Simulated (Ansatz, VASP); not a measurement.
## MoSe: VASP beside Ansatz

```
CELL_PARAMETERS angstrom
0.00000 2.67580 2.67580
2.67580 0.00000 2.67580
2.67580 2.67580 0.00000
ATOMIC_POSITIONS crystal
Mo 0.50000 0.50000 0.50000
Se 0.00000 0.00000 0.00000
```

Alike in both runs: task single point; functional PBE; k mesh 12 × 12 × 12; occupations gaussian, width 0.05 eV; no spin polarisation.

|  | VASP | Ansatz |
| --- | --- | --- |
| version | VASP 6.6.1 | Ansatz 0.2.0 |
| potentials or method | VASP PAW PBE potentials, release 64 (Mo_sv, Se), cutoff 520 eV | scalar-relativistic, plane waves, PAW |
| valence electrons in the cell | 20 | 30 |

Ansatz gave:

```
gap on the k mesh at the Fermi level (eV) : none
pressure (GPa)                            : -8.7
```

Task: What did VASP give for the same quantities?

Result: gap on the k mesh at the Fermi level (eV): none; pressure (GPa): -8.6.

A gap of «none» marks a metal or a gap that the smearing closes. VASP's potentials hold 20 valence electrons a cell and Ansatz's 30, so a difference there can come from the potentials and not from the codes.
